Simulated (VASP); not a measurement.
# InSb (zincblende type) (F-43m) in VASP: further runs

The runs below take InSb (zincblende type) through single point, with r2SCAN.

Program: VASP 6.6.1. These are calculated values, not measurements. Logs are shortened: lines on timing, memory, paths and dates and some standing lists are left out, and cuts for length are marked.

### Step 1. The cell of the first run

It takes space group F-43m (No. 216, cubic). The conventional cell has a = 5.371 Å, b = 5.371 Å, c = 5.371 Å, α = 90.00°, β = 90.00°, γ = 90.00°. In (site symmetry -43m) has 4 Sb at 2.33 Å within 3.1 Å. Within 3.1 Å of Sb (site symmetry -43m) lie 4 In at 2.33 Å.

### Step 2. Single point, r2SCAN (19.37 Å³/atom)

Contents of POSCAR:

```
InSb
1.0
    0.0000000000      2.6853920531      2.6853920531
    2.6853920531      0.0000000000      2.6853920531
    2.6853920531      2.6853920531      0.0000000000
In Sb
1 1
Direct
    0.0000000000      0.0000000000      0.0000000000
    0.2500000000      0.2500000000      0.2500000000
```

Contents of INCAR.step1:

```
PREC = Accurate
ENCUT = 520
ISMEAR = -1
SIGMA = 0.1
LREAL = False
LASPH = True
NELM = 80
NBANDS = 16
GGA = PE
ALGO = Normal
EDIFF = 1E-4
LWAVE = True
LCHARG = False
```

Contents of INCAR.step2:

```
PREC = Accurate
ENCUT = 520
EDIFF = 1E-7
ISMEAR = -1
SIGMA = 0.1
LREAL = False
LASPH = True
NELM = 80
ALGO = Normal
ISIF = 2
LWAVE = False
LCHARG = True
METAGGA = R2SCAN
LMIXTAU = True
LELF = True
LVHAR = True
NBANDS = 16
ISTART = 1
```

Contents of KPOINTS:

```
regular mesh
0
Gamma
  11 11 11
```

Potentials or basis: VASP PAW PBE potentials, release 64 (In_d, Sb).

Run with:

```sh
cat potpaw_PBE.64/In_d/POTCAR potpaw_PBE.64/Sb/POTCAR > POTCAR
cp INCAR.step1 INCAR
mpirun -np 1 vasp_std > vasp.out
cp INCAR.step2 INCAR
mpirun -np 1 vasp_std > vasp.out
```

OUTCAR:

```text
PREC = Accurate
   ENCUT = 520
   EDIFF = 1E-7
   ISMEAR = -1
   LREAL = False
   LASPH = True
   NELM = 80
   ISIF = 2
   METAGGA = R2SCAN
   ISTART = 1

 ion  position               nearest neighbor table
   1  0.000  0.000  0.000-   2 2.33   2 2.33   2 2.33   2 2.33
   2  0.250  0.250  0.250-   1 2.33   1 2.33   1 2.33   1 2.33

  LATTYP: Found a face centered cubic cell.
 ALAT       =     5.3707841062

  Lattice vectors:

 A1 = (   0.0000000000,   2.6853920531,   2.6853920531)
 A2 = (   2.6853920531,   0.0000000000,   2.6853920531)
 A3 = (   2.6853920531,   2.6853920531,   0.0000000000)

Analysis of symmetry for initial positions (statically):
=====================================================================
 Subroutine PRICEL returns:
 Original cell was already a primitive cell.

 Routine SETGRP: Setting up the symmetry group for a
 face centered cubic supercell.

 Subroutine GETGRP returns: Found 24 space group operations
 (whereof 24 operations were pure point group operations)
 out of a pool of 48 trial point group operations.

The static configuration has the point symmetry T_d .

Analysis of symmetry for dynamics (positions and initial velocities):
=====================================================================
 Subroutine PRICEL returns:
 Original cell was already a primitive cell.

 Routine SETGRP: Setting up the symmetry group for a
 face centered cubic supercell.

 Subroutine GETGRP returns: Found 24 space group operations
 (whereof 24 operations were pure point group operations)
 out of a pool of 48 trial point group operations.

The dynamic configuration has the point symmetry T_d .

 Subroutine INISYM returns: Found 24 space group operations
 (whereof 24 operations are pure point group operations),
 and found     1 'primitive' translations

----------------------------------------------------------------------------------------

                                     Primitive cell

  volume of cell :      38.7305

  direct lattice vectors                    reciprocal lattice vectors
     0.000000000  2.685392053  2.685392053    -0.186192552  0.186192552  0.186192552
     2.685392053  0.000000000  2.685392053     0.186192552 -0.186192552  0.186192552
     2.685392053  2.685392053  0.000000000     0.186192552  0.186192552 -0.186192552

  length of vectors
     3.797717862  3.797717862  3.797717862     0.322494960  0.322494960  0.322494960

  position of ions in fractional coordinates (direct lattice)
     0.000000000  0.000000000  0.000000000
     0.250000000  0.250000000  0.250000000

  ion indices of the primitive-cell ions
   primitive index   ion index
                 1           1
                 2           2

----------------------------------------------------------------------------------------

 KPOINTS: regular mesh

Automatic generation of k-mesh.
 Grid dimensions read from file:
 generate k-points for:   11   11   11

 Generating k-lattice:

  Cartesian coordinates                     Fractional coordinates (reciprocal lattice)
    -0.016926596  0.016926596  0.016926596     0.090909091  0.000000000  0.000000000
     0.016926596 -0.016926596  0.016926596     0.000000000  0.090909091  0.000000000
     0.016926596  0.016926596 -0.016926596     0.000000000  0.000000000  0.090909091

  Length of vectors
     0.029317724  0.029317724  0.029317724

  Shift w.r.t. Gamma in fractional coordinates (k-lattice)
     0.000000000  0.000000000  0.000000000

 Subroutine IBZKPT returns following result:
 ===========================================

 Found     56 irreducible k-points:

 Following reciprocal coordinates:
            Coordinates               Weight
  0.000000  0.000000  0.000000      1.000000
  0.090909  0.000000  0.000000      8.000000
  0.181818  0.000000  0.000000      8.000000
  0.272727  0.000000  0.000000      8.000000
  0.363636  0.000000  0.000000      8.000000
  0.454545  0.000000  0.000000      8.000000
[... 16 lines left out ...]
 -0.272727  0.181818  0.000000     24.000000
 -0.181818  0.181818  0.000000     12.000000
 [... further k-points ...]
   k-points           NKPTS =     56   k-points in BZ     NKDIM =     56   number of bands    NBANDS=     16
   number of dos      NEDOS =    301   number of ions     NIONS =      2
   total plane-waves  NPLWV =  21952
   dimension x,y,z NGX =    28 NGY =   28 NGZ =   28
   dimension x,y,z NGXF=    56 NGYF=   56 NGZF=   56
   ions per type =               1   1
   NGX,Y,Z   is equivalent  to a cutoff of  12.26, 12.26, 12.26 a.u.
   NGXF,Y,Z  is equivalent  to a cutoff of  24.51, 24.51, 24.51 a.u.
 SYSTEM =  unknown system
   PREC   = accura    normal or accurate (medium, high low for compatibility)
   ISTART =      1    job   : 0-new  1-cont  2-samecut
   ICHARG =      0    charge: 1-file 2-atom 10-const
   ISPIN  =      1    spin polarized calculation?
   LNONCOLLINEAR =      F non collinear calculations
   LSORBIT =      F    spin-orbit coupling
   LASPH  =      T    aspherical Exc in radial PAW
   ENCUT  =  520.0 eV  38.22 Ry    6.18 a.u.   7.06  7.06  7.06*2*pi/ulx,y,z
   NELM   =     80;   NELMIN=  2; NELMDL=  0     # of ELM steps
   EDIFF  = 0.1E-06   stopping-criterion for ELM
   LREAL  =      F    real-space projection
   EDIFFG = 0.1E-05   stopping-criterion for IOM
   NSW    =      0    number of steps for IOM
   IBRION =     -1    ionic relax: 0-MD 1-quasi-New 2-CG
   NFREE  =      0    steps in history (QN), initial steepest desc. (CG)
   ISIF   =      2    stress and relaxation
   ISYM   =      2    0-nonsym 1-usesym 2-fastsym
   POTIM  = 0.5000    time-step for ionic-motion
   TEBEG  =    0.0;   TEEND  =   0.0 temperature during run
   PSTRESS=    0.0 pullay stress
   NELECT =      18.0000    total number of electrons
   NUPDOWN=      -1.0000    fix difference up-down
   EMIN   =  10.00;   EMAX   =-10.00  energy-range for DOS
   EFERMI =   0.00;   METHOD = LEGACY
   ISMEAR =    -1;   SIGMA  =   0.10  broadening in eV -4-tet -1-fermi 0-gaus
   EFERMI_NEDOS =   21; number of points for ismear=-14 and -15
   IALGO  =     38    algorithm
   IMIX   =      4    mixing-type and parameters
     AMIX     =   0.40;   BMIX     =  1.00
     AMIX_MAG =   1.60;   BMIX_MAG =  1.00
  volume/ion in A,a.u.               =      19.37       130.68
  Fermi-wavevector in a.u.,A,eV,Ry     =   1.268084  2.396331 21.878667  1.608037
  Thomas-Fermi vector in A             =   2.401197
   LORBIT       =      0    0 simple, 1 ext, 2 COOP (PROOUT), +10 PAW based schemes
   METAGGA = R2SCAN    functional components
   LHFCALC =     F    Hartree Fock is set to
   AEXX    =    0.0000 exact exchange contribution
   IVDW    =     0    specifies the selected vdW correction
   LEPSILON=     F    determine dielectric tensor
   LRPA    =     F    only Hartree local field effects (RPA)
 non-spin polarized calculation
  energy-cutoff  :      520.00
  volume of cell :       38.73
 maximum number of plane-waves:      1054
   NGX = 15   NGY = 15   NGZ = 15

 number of electron      18.0000003 magnetization

 Free energy of the ion-electron system (eV)
  ---------------------------------------------------
  ext. energy  EPLUGINS =         0.00000000
  ---------------------------------------------------
  free energy    TOTEN  =       -42.83848689 eV

  energy without entropy =      -42.83474020  energy(sigma->0) =      -42.83661355

 E-fermi :  13.4647     XC(G=0): -12.0995

 val. band max:       13.2800484342   @ k =  -0.0909   0.0909   0.0000
 cond. band min:      13.5192219167   @ k =   0.4545   0.4545   0.0000
 fundamental gap:      0.2391734826
 Fermi energy:        13.4646501961

 k-point     1 :       0.0000    0.0000    0.0000
  band No.  band energies     occupation
      1      -4.5989      2.00000
      2      -4.5989      2.00000
      3      -4.5989      2.00000
      4      -4.1603      2.00000
      5      -4.1603      2.00000
      6      -3.2210      2.00000
[... 8 lines left out ...]
     15      22.1905      0.00000
     16      22.1905      0.00000

 k-point     2 :       0.0909    0.0000    0.0000
  band No.  band energies     occupation
      1      -4.6433      2.00000
      2      -4.5875      2.00000
      3      -4.5875      2.00000
      4      -4.1629      2.00000
      5      -4.1629      2.00000
      6      -3.0405      2.00000
[... 8 lines left out ...]
     15      21.4249      0.00000
     16      21.4249      0.00000

 k-point     3 :       0.1818    0.0000    0.0000
  band No.  band energies     occupation
      1      -4.7396      2.00000
      2      -4.5585      2.00000
      3      -4.5585      2.00000
      4      -4.1680      2.00000
      5      -4.1680      2.00000
      6      -2.5341      2.00000
[... 8 lines left out ...]
     15      20.9005      0.00000
     16      20.9005      0.00000

 k-point     4 :       0.2727    0.0000    0.0000
  band No.  band energies     occupation
      1      -4.8390      2.00000
      2      -4.5248      2.00000
      3      -4.5248      2.00000
      4      -4.1696      2.00000
      5      -4.1696      2.00000
      6      -1.7511      2.00000
[... 8 lines left out ...]
     15      21.3126      0.00000
     16      21.7708      0.00000
[... 324 lines left out ...]
 k-point    22 :      -0.3636    0.1818    0.0000
  band No.  band energies     occupation
      1      -4.9576      2.00000
      2      -4.4660      2.00000
      3      -4.4454      2.00000
      4      -4.1842      2.00000
      5      -4.1783      2.00000
      6       0.4099      2.00000
[... 8 lines left out ...]
     15      22.7482      0.00000
     16      23.6695      0.00000

 k-point    23 :      -0.2727    0.1818    0.0000
  band No.  band energies     occupation
      1      -4.9170      2.00000
      2      -4.4747      2.00000
      3      -4.4741      2.00000
      4      -4.1904      2.00000
      5      -4.1769      2.00000
      6      -0.6016      2.00000
[... 8 lines left out ...]
     15      23.0291      0.00000
     16      25.1855      0.00000

 k-point    24 :      -0.1818    0.1818    0.0000
  band No.  band energies     occupation
      1      -4.8585      2.00000
      2      -4.5118      2.00000
      3      -4.4947      2.00000
      4      -4.1903      2.00000
      5      -4.1722      2.00000
      6      -1.5033      2.00000
[... 8 lines left out ...]
     15      23.0630      0.00000
     16      24.6517      0.00000

 [... further k-points ...]

------------------------ aborting loop because EDIFF is reached ----------------------------------------

  FORCE on cell =-STRESS in cart. coord.  units (eV):
  Direction    XX          YY          ZZ          XY          YZ          ZX
  --------------------------------------------------------------------------------------
  -------------------------------------------------------------------------------------
  Total       25.0467716     25.0467716     25.0467716      0.0000000      0.0000000      0.0000000
  in kB     1036.1180610   1036.1180610   1036.1180610      0.0000000      0.0000000      0.0000000
  external PRESSURE =    1036.1180610 kB  Pullay stress =       0.0000000 kB

 VOLUME and BASIS-vectors are now :
 -----------------------------------------------------------------------------
  energy-cutoff  :      520.00
  volume of cell :       38.73
      direct lattice vectors                 reciprocal lattice vectors
     0.000000000  2.685392053  2.685392053    -0.186192552  0.186192552  0.186192552
     2.685392053  0.000000000  2.685392053     0.186192552 -0.186192552  0.186192552
     2.685392053  2.685392053  0.000000000     0.186192552  0.186192552 -0.186192552

 POSITION                                       TOTAL-FORCE (eV/Angst)
 -----------------------------------------------------------------------------------
      0.00000      0.00000      0.00000         0.000000      0.000000      0.000000
      1.34270      1.34270      1.34270         0.000000     -0.000000     -0.000000
 -----------------------------------------------------------------------------------
    total drift:                                0.000001      0.000001      0.000001

  FREE ENERGIE OF THE ION-ELECTRON SYSTEM (eV)
  ---------------------------------------------------
  free  energy   TOTEN  =       -42.8384868915 eV

  energy  without entropy=      -42.8347402047  energy(sigma->0) =      -42.83661355
```

Wall time 5.5 min (1 thread of Intel Xeon 8259CL, shared host); peak memory 0.19 GiB.

What came out:

```yaml
Free_energy: -42.8385 eV
Pressure: 103.6 GPa
Band_gap_on_the_k_mesh: zero (bands 9 and 10 overlap by 0.07 eV)
```

Caveat: the cell stands under pressure; semilocal functionals underestimate gaps, and a narrow one can read as zero; the PAW data sets were made with another functional, which shifts forces and pressure a little; spin-orbit coupling is left out, which moves the levels of the heavy elements.

### Step 3. Single point, r2SCAN (22.53 Å³/atom)

This run uses another cell than the first one, of 22.53 Å³/atom.

Contents of POSCAR:

```
InSb
1.0
    0.0000000000      2.8245339176      2.8245339176
    2.8245339176      0.0000000000      2.8245339176
    2.8245339176      2.8245339176      0.0000000000
In Sb
1 1
Direct
    0.0000000000      0.0000000000      0.0000000000
    0.2500000000      0.2500000000      0.2500000000
```

Contents of INCAR.step1:

```
ALGO = Normal
EDIFF = 1E-4
ENCUT = 520
GGA = PE
ISMEAR = -1
LASPH = True
LCHARG = False
LREAL = False
LWAVE = True
NBANDS = 16
NELM = 100
PREC = Accurate
SIGMA = 0.1
```

Contents of INCAR.step2:

```
ALGO = Normal
EDIFF = 1E-6
ENCUT = 520
ISIF = 2
ISMEAR = -1
ISTART = 1
LASPH = True
LCHARG = False
LMIXTAU = True
LREAL = False
LWAVE = False
METAGGA = R2SCAN
NBANDS = 16
NELM = 100
PREC = Accurate
SIGMA = 0.1
```

Contents of KPOINTS:

```
k-points
0
Gamma
  11 11 11
```

Potentials or basis: VASP PAW PBE potentials, release 64 (In_d, Sb).

Run with:

```sh
cat potpaw_PBE.64/In_d/POTCAR potpaw_PBE.64/Sb/POTCAR > POTCAR
cp INCAR.step1 INCAR
mpirun -np 1 vasp_std > vasp.out
cp INCAR.step2 INCAR
mpirun -np 1 vasp_std > vasp.out
```

It took 6.1 min on 1 thread of Intel Xeon 8259CL, shared host; peak memory 0.2 GiB.

It converged, with:

```yaml
Free_energy: -45.8769 eV
Pressure: 55.1 GPa
Band_gap_on_the_k_mesh: 0.50 eV (least direct gap 2.80 eV)
```

Levels at points of the mesh, in eV from the valence-band top:
| k point | band 5 | band 6 | band 7 | band 8 | band 9 | band 10 | band 11 | band 12 | band 13 | band 14 |
| --- | --- | --- | --- | --- | --- | --- | --- | --- | --- | --- |
| (0.00, 0.00, 0.00) | -16.59 | -14.85 | 0.00 | 0.00 | 0.00 | 2.80 | 2.82 | 2.82 | 2.82 | 6.49 |

Caveat: the cell stands under pressure; semilocal functionals underestimate gaps, and a narrow one can read as zero; the PAW data sets were made with another functional, which shifts forces and pressure a little; spin-orbit coupling is left out, which moves the levels of the heavy elements; an odd mesh through Γ misses points on the zone boundary, where band edges can lie.

(Continued in part 2 of 2.)

The gap in the log of VASP goes by the Fermi energy; the results here count the filled bands.